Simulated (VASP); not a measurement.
# CsLi2: single point with PBE

CsLi2:

```
CELL_PARAMETERS angstrom
5.39992 0.00000 0.00000
0.00000 5.39992 0.00000
0.00000 0.00000 5.39992
ATOMIC_POSITIONS crystal
Cs 0.00000 0.00000 0.00000
Cs 0.50000 0.50000 0.50000
Li 0.25000 0.25000 0.25000
Li 0.25000 0.75000 0.75000
Li 0.75000 0.75000 0.25000
Li 0.75000 0.25000 0.75000
```

```yaml
Program: VASP 6.6.1
Task: single point
Functional: PBE
Potentials_or_basis: VASP PAW PBE potentials, release 64 (Cs_sv, Li_sv)
Cutoff: 520 eV
k_mesh: 4 × 4 × 4
Occupations: gaussian, width 0.1 eV
Spin: no spin polarisation
```

* Band gap on the k mesh: zero (band 15 reaches 2.68 eV, above the bottom of band 16 at 2.31 eV)

Levels at points of the mesh, in eV from the Fermi level:
| k point | band 12 | band 13 | band 14 | band 15 | band 16 | band 17 | band 18 | band 19 |
| --- | --- | --- | --- | --- | --- | --- | --- | --- |
| (0.00, 0.00, 0.00) | -10.88 | -2.25 | -1.28 | -1.28 | 2.78 | 2.78 | 2.78 | 3.21 |
| (0.50, 0.00, 0.00) | -10.74 | -1.03 | -1.03 | -0.07 | -0.07 | 1.33 | 1.33 | 2.56 |
| (0.50, 0.50, 0.00) | -10.89 | -0.85 | -0.85 | 0.30 | 0.30 | 1.73 | 1.73 | 3.20 |
| (0.50, 0.50, 0.50) | -10.81 | -0.33 | -0.33 | -0.33 | 1.18 | 1.18 | 1.18 | 2.95 |

Run time: 14 s on 1 thread of Intel(R) Xeon(R) 6975P-C (Granite Rapids) (shared host), peak memory 0.24 GiB.

Caveat: spin-orbit coupling is left out, which moves the levels of the heavy elements.
